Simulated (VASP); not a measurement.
A run of VASP 6.6.1:

Contents of INCAR:

```
PREC     = Accurate       # precision mode
ENCUT    = 520            # plane-wave cutoff, eV
EDIFF    = 1E-6           # SCF threshold, eV
ISMEAR   = 0              # smearing method
SIGMA    = 0.1            # smearing width, eV
LREAL    = False          # projectors in reciprocal space
LASPH    = True           # aspherical terms in the spheres
NELM     = 60             # most SCF steps
ALGO     = Normal         # electronic algorithm
ISIF     = 2              # what is computed and relaxed
LWAVE    = False          # write WAVECAR
LCHARG   = True           # write CHGCAR
GGA      = PS             # functional
LELF     = True           # ELF
LVHAR    = True         
NBANDS   = 20             # bands
ISYM     = 0
```

KPOINTS

```
regular mesh
0
Gamma
  11 6 13
```

File POSCAR:

```
MoS2
1.0
    3.1204069007      0.0000000000      0.0000000000
   -1.5602034504      6.1523257965      0.0000000000
    1.5602034504      0.3956609073      2.6732296695
Mo S
1 2
Direct
    0.0000000000      0.0000000000      0.0000000000
    0.4912866991      0.7369300487      0.7543566504
    0.5087133009      0.2630699513      0.2456433496
```

Potentials or basis: VASP PAW PBE potentials, release 64 (Mo_sv, S).

Launch:

```sh
$ cat potpaw_PBE.64/Mo_sv/POTCAR potpaw_PBE.64/S/POTCAR > POTCAR
$ mpirun -np 1 vasp_std > vasp.out
```

Hardware: 1 thread of Intel Xeon 8259CL, on a shared host.

How long does it take, and how much memory?

Run time: 7.1 min on 1 thread of Intel Xeon 8259CL, with other jobs on the host, peak memory 0.48 GiB. Counts: scf iterations 14, k points 430.
